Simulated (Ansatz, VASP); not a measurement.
**Two plane-wave programs on Y2AlN3**

```
Y Al N
1.0
     5.09831    0.00000    0.00000
    -2.54915    4.41527    0.00000
     0.00000    0.00000    4.04758
Y Al N
2 1 3
Direct
  0.33333 0.66667 0.64222
  0.66667 0.33333 0.35778
  0.00000 0.00000 0.00000
  0.33333 0.66667 0.20239
  0.66667 0.33333 0.79761
  0.00000 0.00000 0.50000
```

Alike in both runs: task relaxation of cell and atoms; functional PBE; k mesh 6 × 6 × 4; occupations gaussian, width 0.1 eV; no spin polarisation.

```csv
,VASP,Ansatz
version,VASP 6.6.1,Ansatz 0.2.0
potentials or method,"VASP PAW PBE potentials, release 64 (Y_sv, Al, N), cutoff 600 eV","scalar-relativistic, plane waves, PAW"
valence electrons in the cell,40,40
```

|  | VASP | Ansatz | Ansatz less VASP |
| --- | --- | --- | --- |
| relaxed volume (Å³/atom) | 11.92 | 12.65 | +0.733 |
| relaxed length of the cell vector where the two differ most in proportion (Å) | 7.057 | 7.973 | +0.9160 |

One of these differences is far larger than is usual between the two programs; its cause wasn't traced.

The k mesh is coarse, so the values compare programs but aren't converged. Noted on VASP's run: the volume moved by over 15 % at a fixed basis, so the end points are rough.
